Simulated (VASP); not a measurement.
# TaBr3F2 (P-3m1) in VASP: single point with PBE

Aim: the single point of TaBr3F2 with PBE.

Program: VASP 6.6.1. These are calculated values, not measurements. Logs are shortened: lines on timing, memory, paths and dates and some standing lists are left out, and cuts for length are marked.

**1. The cell of the first run**

It takes space group P-3m1 (No. 164, trigonal). Conventional cell: a = 3.715 Å, b = 3.715 Å, c = 10.093 Å, α = 90.00°, β = 90.00°, γ = 120.00°. Ta (site symmetry -3m) has 6 F at 2.20 Å within 2.9 Å. Within 4.6 Å of Br (site symmetry -3m) lie 12 Br at 3.50 to 3.71 Å. Within 3.8 Å of Br (site symmetry 3m) lie 4 F at 2.75 to 2.81 Å and 3 Ta at 3.13 Å and 9 Br at 3.50 to 3.71 Å. F (site symmetry 3m) has 3 Ta at 2.20 Å and 3 F at 2.34 Å and 4 Br at 2.75 to 2.81 Å within 2.9 Å.

**2. Single point, PBE**

The input, POSCAR:

```
TaBr3F2
1.0
    3.7148575902      0.0000000000      0.0000000000
   -1.8574287951      3.2171610446      0.0000000000
    0.0000000000      0.0000000000     10.0930374423
Ta Br F
1 3 2
Direct
    0.0000000000      0.0000000000      0.0000000000
    0.0000000000      0.0000000000      0.5000000000
    0.6666666667      0.3333333333      0.2257824382
    0.3333333333      0.6666666667      0.7742175618
    0.3333333333      0.6666666667      0.0462779192
    0.6666666667      0.3333333333      0.9537220808
```

The input, INCAR.step1:

```
PREC     = Accurate       # precision mode
ENCUT    = 520            # plane-wave cutoff, eV
EDIFF    = 1E-6           # SCF threshold, eV
ISMEAR   = 0              # smearing method
SIGMA    = 0.1            # smearing width, eV
LREAL    = F              # projectors in reciprocal space
LASPH    = T              # aspherical terms in the spheres
NELM     = 120            # most SCF steps
ALGO     = Normal         # electronic algorithm
ISIF     = 2              # what is computed and relaxed
LWAVE    = F              # write WAVECAR
LCHARG   = T              # write CHGCAR
LMAXMIX  = 4              # l up to which the mixer works
GGA      = PE             # functional
NBANDS   = 32             # bands
GGA_COMPAT= F            
NEDOS    = 2001           # points of the DOS
LORBIT   = 11             # projections on sites
```

The input, KPOINTS.step1:

```
Automatic mesh
0
Gamma
  12 12 4
```

The input, INCAR.step2:

```
PREC     = Accurate       # precision mode
ENCUT    = 520            # plane-wave cutoff, eV
EDIFF    = 1E-6           # SCF threshold, eV
ISMEAR   = -5             # smearing method
SIGMA    = 0.1            # smearing width, eV
LREAL    = F              # projectors in reciprocal space
LASPH    = T              # aspherical terms in the spheres
NELM     = 120            # most SCF steps
ALGO     = Normal         # electronic algorithm
ISIF     = 2              # what is computed and relaxed
LWAVE    = F              # write WAVECAR
LCHARG   = F              # write CHGCAR
LMAXMIX  = 4              # l up to which the mixer works
GGA      = PE             # functional
LORBIT   = 11             # projections on sites
NBANDS   = 32             # bands
NEDOS    = 2001           # points of the DOS
ICHARG   = 11             # starting density
GGA_COMPAT= F
```

The input, KPOINTS.step2:

```
Automatic mesh
0
Gamma
  18 18 6
```

Potentials or basis: VASP PAW PBE potentials, release 64 (Ta_pv, Br, F).

The run is started by

```
$ cat potpaw_PBE.64/Ta_pv/POTCAR potpaw_PBE.64/Br/POTCAR potpaw_PBE.64/F/POTCAR > POTCAR
$ cp INCAR.step1 INCAR
$ cp KPOINTS.step1 KPOINTS
$ mpirun -np 1 vasp_std > vasp.out
$ cp INCAR.step2 INCAR
$ cp KPOINTS.step2 KPOINTS
$ mpirun -np 1 vasp_std > vasp.out
```

OUTCAR:

```text
PREC = Accurate
   ENCUT = 520
   EDIFF = 1E-6
   ISMEAR = -5
   LREAL = F
   LASPH = T
   NELM = 120
   ISIF = 2
   GGA = PE
   LORBIT = 11
   ICHARG = 11

 ion  position               nearest neighbor table
   1  0.000  0.000  0.000-   5 2.20   6 2.20   6 2.20   5 2.20   6 2.20   5 2.20   3 3.13   4 3.13
                             4 3.13   3 3.13   3 3.13   4 3.13
   2  0.000  0.000  0.500-
   3  0.667  0.333  0.226-   1 3.13   1 3.13   1 3.13
   4  0.333  0.667  0.774-   1 3.13   1 3.13   1 3.13
   5  0.333  0.667  0.046-   1 2.20   1 2.20   1 2.20
   6  0.667  0.333  0.954-   1 2.20   1 2.20   1 2.20

  LATTYP: Found a hexagonal cell.
 ALAT       =     3.7148575902
 C/A-ratio  =     2.7169379168

  Lattice vectors:

 A1 = (   3.7148575902,   0.0000000000,   0.0000000000)
 A2 = (  -1.8574287951,   3.2171610446,   0.0000000000)
 A3 = (   0.0000000000,   0.0000000000,  10.0930374423)

Analysis of symmetry for initial positions (statically):
=====================================================================
 Subroutine PRICEL returns:
 Original cell was already a primitive cell.

 Routine SETGRP: Setting up the symmetry group for a
 hexagonal supercell.

 Subroutine GETGRP returns: Found 12 space group operations
 (whereof 12 operations were pure point group operations)
 out of a pool of 24 trial point group operations.

The static configuration has the point symmetry D_3d.

Analysis of symmetry for dynamics (positions and initial velocities):
=====================================================================
 Subroutine PRICEL returns:
 Original cell was already a primitive cell.

 Routine SETGRP: Setting up the symmetry group for a
 hexagonal supercell.

 Subroutine GETGRP returns: Found 12 space group operations
 (whereof 12 operations were pure point group operations)
 out of a pool of 24 trial point group operations.

The dynamic configuration has the point symmetry D_3d.

 Subroutine INISYM returns: Found 12 space group operations
 (whereof 12 operations are pure point group operations),
 and found     1 'primitive' translations

----------------------------------------------------------------------------------------

                                     Primitive cell

  volume of cell :     120.6249

  direct lattice vectors                    reciprocal lattice vectors
     3.714857590  0.000000000  0.000000000     0.269189323  0.155416528  0.000000000
    -1.857428795  3.217161045  0.000000000     0.000000000  0.310833056  0.000000000
     0.000000000  0.000000000 10.093037442     0.000000000  0.000000000  0.099078202

  length of vectors
     3.714857590  3.714857590 10.093037442     0.310833056  0.310833056  0.099078202

  position of ions in fractional coordinates (direct lattice)
     0.000000000  0.000000000  0.000000000
     0.000000000  0.000000000  0.500000000
     0.666666667  0.333333333  0.225782438
     0.333333333  0.666666667  0.774217562
     0.333333333  0.666666667  0.046277919
     0.666666667  0.333333333  0.953722081

  ion indices of the primitive-cell ions
   primitive index   ion index
                 1           1
                 2           2
                 3           3
                 4           4
                 5           5
                 6           6

----------------------------------------------------------------------------------------

 KPOINTS: Automatic mesh

Automatic generation of k-mesh.
 Grid dimensions read from file:
 generate k-points for:   18   18    6

 Generating k-lattice:

  Cartesian coordinates                     Fractional coordinates (reciprocal lattice)
     0.014954962  0.008634252  0.000000000     0.055555556  0.000000000  0.000000000
     0.000000000  0.017268503  0.000000000     0.000000000  0.055555556  0.000000000
     0.000000000  0.000000000  0.016513034     0.000000000  0.000000000  0.166666667

  Length of vectors
     0.017268503  0.017268503  0.016513034

  Shift w.r.t. Gamma in fractional coordinates (k-lattice)
     0.000000000  0.000000000  0.000000000

 TETIRR: Found   2825 inequivalent tetrahedra from    11664

 Subroutine IBZKPT returns following result:
 ===========================================

 Found    202 irreducible k-points:

 Following reciprocal coordinates:
            Coordinates               Weight
  0.000000  0.000000  0.000000      1.000000
  0.055556  0.000000  0.000000      6.000000
  0.111111  0.000000  0.000000      6.000000
  0.166667  0.000000  0.000000      6.000000
  0.222222  0.000000  0.000000      6.000000
  0.277778 -0.000000  0.000000      6.000000
[... 16 lines left out ...]
  0.333333  0.111111  0.000000     12.000000
  0.388889  0.111111  0.000000     12.000000
 [... further k-points ...]
   k-points           NKPTS =    202   k-points in BZ     NKDIM =    202   number of bands    NBANDS=     32
   number of dos      NEDOS =   2001   number of ions     NIONS =      6
   total plane-waves  NPLWV =  62720
   dimension x,y,z NGX =    28 NGY =   28 NGZ =   80
   dimension x,y,z NGXF=    56 NGYF=   56 NGZF=  160
   ions per type =               1   3   2
   NGX,Y,Z   is equivalent  to a cutoff of  12.53, 12.53, 13.18 a.u.
   NGXF,Y,Z  is equivalent  to a cutoff of  25.06, 25.06, 26.35 a.u.
 SYSTEM =  unknown system
   PREC   = accura    normal or accurate (medium, high low for compatibility)
   ISTART =      0    job   : 0-new  1-cont  2-samecut
   ICHARG =     11    charge: 1-file 2-atom 10-const
   ISPIN  =      1    spin polarized calculation?
   LNONCOLLINEAR =      F non collinear calculations
   LSORBIT =      F    spin-orbit coupling
   LASPH  =      T    aspherical Exc in radial PAW
   ENCUT  =  520.0 eV  38.22 Ry    6.18 a.u.   6.91  6.91 18.77*2*pi/ulx,y,z
   NELM   =    120;   NELMIN=  2; NELMDL=  0     # of ELM steps
   EDIFF  = 0.1E-05   stopping-criterion for ELM
   LREAL  =      F    real-space projection
   EDIFFG = 0.1E-04   stopping-criterion for IOM
   NSW    =      0    number of steps for IOM
   IBRION =     -1    ionic relax: 0-MD 1-quasi-New 2-CG
   NFREE  =      0    steps in history (QN), initial steepest desc. (CG)
   ISIF   =      2    stress and relaxation
   ISYM   =      2    0-nonsym 1-usesym 2-fastsym
   POTIM  = 0.5000    time-step for ionic-motion
   TEBEG  =    0.0;   TEEND  =   0.0 temperature during run
   PSTRESS=    0.0 pullay stress
   NELECT =      46.0000    total number of electrons
   NUPDOWN=      -1.0000    fix difference up-down
   EMIN   =  10.00;   EMAX   =-10.00  energy-range for DOS
   EFERMI =   0.00;   METHOD = LEGACY
   ISMEAR =    -5;   SIGMA  =   0.10  broadening in eV -4-tet -1-fermi 0-gaus
   EFERMI_NEDOS =   21; number of points for ismear=-14 and -15
   IALGO  =     38    algorithm
   IMIX   =      4    mixing-type and parameters
     AMIX     =   0.40;   BMIX     =  1.00
     AMIX_MAG =   1.60;   BMIX_MAG =  1.00
  volume/ion in A,a.u.               =      20.10       135.67
  Fermi-wavevector in a.u.,A,eV,Ry     =   1.187176  2.243438 19.175877  1.409387
  Thomas-Fermi vector in A             =   2.323333
   LORBIT       =     11    0 simple, 1 ext, 2 COOP (PROOUT), +10 PAW based schemes
   GGA     = PE    functional components
   LHFCALC =     F    Hartree Fock is set to
   AEXX    =    0.0000 exact exchange contribution
   IVDW    =     0    specifies the selected vdW correction
   LEPSILON=     F    determine dielectric tensor
   LRPA    =     F    only Hartree local field effects (RPA)
 non-spin polarized calculation
 Fermi weights with tetrahedron method with Bloechl corrections
  energy-cutoff  :      520.00
  volume of cell :      120.62
 maximum number of plane-waves:      3273

 number of electron      45.9999985 magnetization

 Free energy of the ion-electron system (eV)
  ---------------------------------------------------
  ext. energy  EPLUGINS =         0.00000000
  ---------------------------------------------------
  free energy    TOTEN  =       -25.57726023 eV

  energy without entropy =      -25.57726023  energy(sigma->0) =      -25.57726023

 E-fermi :   2.8060     XC(G=0):  -9.6426

 val. band max:        2.8200384585   @ k =   0.2222   0.0000   0.0000
 cond. band min:       2.7992382841   @ k =   0.1667   0.0000   0.3333
 fundamental gap:     -0.0208001744
 Fermi energy:         2.8059858889

 k-point     1 :       0.0000    0.0000    0.0000
  band No.  band energies     occupation
      1     -34.9806      2.00000
      2     -34.9806      2.00000
      3     -34.6470      2.00000
      4     -24.7999      2.00000
      5     -23.2312      2.00000
      6     -12.5844      2.00000
[... 24 lines left out ...]
     31      10.4660      0.00000
     32      10.8134      0.00000

 k-point     2 :       0.0556    0.0000    0.0000
  band No.  band energies     occupation
      1     -34.9872      2.00000
      2     -34.9815      2.00000
      3     -34.6464      2.00000
      4     -24.7764      2.00000
      5     -23.2463      2.00000
      6     -12.5752      2.00000
[... 24 lines left out ...]
     31      10.5716      0.00000
     32      10.7723      0.00000
[... 733 lines left out ...]
     31      10.7434      0.00000
     32      11.3194      0.00000

 k-point    24 :       0.3889    0.1111    0.0000
  band No.  band energies     occupation
      1     -35.1739      2.00000
      2     -35.0257      2.00000
      3     -34.6266      2.00000
      4     -23.9197      2.00000
      5     -23.7597      2.00000
      6     -12.2130      2.00000
[... 24 lines left out ...]
     31      10.7530      0.00000
     32      11.3118      0.00000

 [... further k-points ...]

------------------------ aborting loop because EDIFF is reached ----------------------------------------

  FORCE on cell =-STRESS in cart. coord.  units (eV):
  Direction    XX          YY          ZZ          XY          YZ          ZX
  --------------------------------------------------------------------------------------
  -------------------------------------------------------------------------------------
  Total        0.2103496      0.2103496     -0.7899751      0.0000000     -0.0000000      0.0000000
  in kB        2.7939289      2.7939289    -10.4926968      0.0000000     -0.0000000      0.0000000
  external PRESSURE =      -1.6349463 kB  Pullay stress =       0.0000000 kB

 VOLUME and BASIS-vectors are now :
 -----------------------------------------------------------------------------
  energy-cutoff  :      520.00
  volume of cell :      120.62
      direct lattice vectors                 reciprocal lattice vectors
     3.714857590  0.000000000  0.000000000     0.269189323  0.155416528  0.000000000
    -1.857428795  3.217161045  0.000000000     0.000000000  0.310833056  0.000000000
     0.000000000  0.000000000 10.093037442     0.000000000  0.000000000  0.099078202

 POSITION                                       TOTAL-FORCE (eV/Angst)
 -----------------------------------------------------------------------------------
      0.00000      0.00000      0.00000        -0.000000      0.000000      0.000000
      0.00000      0.00000      5.04652        -0.000000      0.000000      0.000000
      1.85743      1.07239      2.27883        -0.000000      0.000000      0.010399
     -0.00000      2.14477      7.81421         0.000000     -0.000000     -0.010399
     -0.00000      2.14477      0.46708         0.000000     -0.000000      0.010115
      1.85743      1.07239      9.62595        -0.000000      0.000000     -0.010115
 -----------------------------------------------------------------------------------
    total drift:                                0.000000      0.000000     -0.000000

  FREE ENERGIE OF THE ION-ELECTRON SYSTEM (eV)
  ---------------------------------------------------
  free  energy   TOTEN  =       -25.5772602296 eV

  energy  without entropy=      -25.5772602296  energy(sigma->0) =      -25.57726023

 total charge

# of ion       s       p       d       tot
------------------------------------------
    1        0.218   6.105   1.990   8.312
    2        1.630   3.102   0.006   4.737
    3        1.635   3.123   0.021   4.779
    4        1.635   3.123   0.021   4.779
    5        1.749   4.382   0.000   6.130
    6        1.749   4.382   0.000   6.130
--------------------------------------------------
tot          8.616  24.216   2.037  34.868
```

Run time: 12 min. Hardware: 1 thread of Intel Xeon Platinum 8488C (Sapphire Rapids), shared host; peak memory 0.74 GiB.

Results:

- Valence electrons inside the program's atomic spheres: Ta 8.31; Br 4.74, 4.78 (each value once); F 6.13

Levels at points of the mesh, in eV from the Fermi level:
| k point | band 19 | band 20 | band 21 | band 22 | band 23 | band 24 | band 25 | band 26 | band 27 | band 28 |
| --- | --- | --- | --- | --- | --- | --- | --- | --- | --- | --- |
| (0.00, 0.00, 0.00) | -1.67 | -1.67 | -0.43 | -0.07 | -0.07 | 0.26 | 0.26 | 0.39 | 3.21 | 3.21 |
| (0.50, 0.00, 0.00) | -2.79 | -2.15 | -1.56 | -0.68 | -0.24 | 0.05 | 0.16 | 0.49 | 0.80 | 2.09 |
| (0.00, 0.00, 0.50) | -1.66 | -1.66 | -1.08 | -0.11 | -0.11 | 0.30 | 0.30 | 0.60 | 3.21 | 3.21 |
| (0.50, 0.00, 0.50) | -2.64 | -2.09 | -1.91 | -0.86 | -0.43 | 0.11 | 0.32 | 0.63 | 1.02 | 2.09 |

Caveat: spin-orbit coupling is left out, which moves the levels of the heavy elements; tetrahedron occupations give inexact forces and stress in metals.
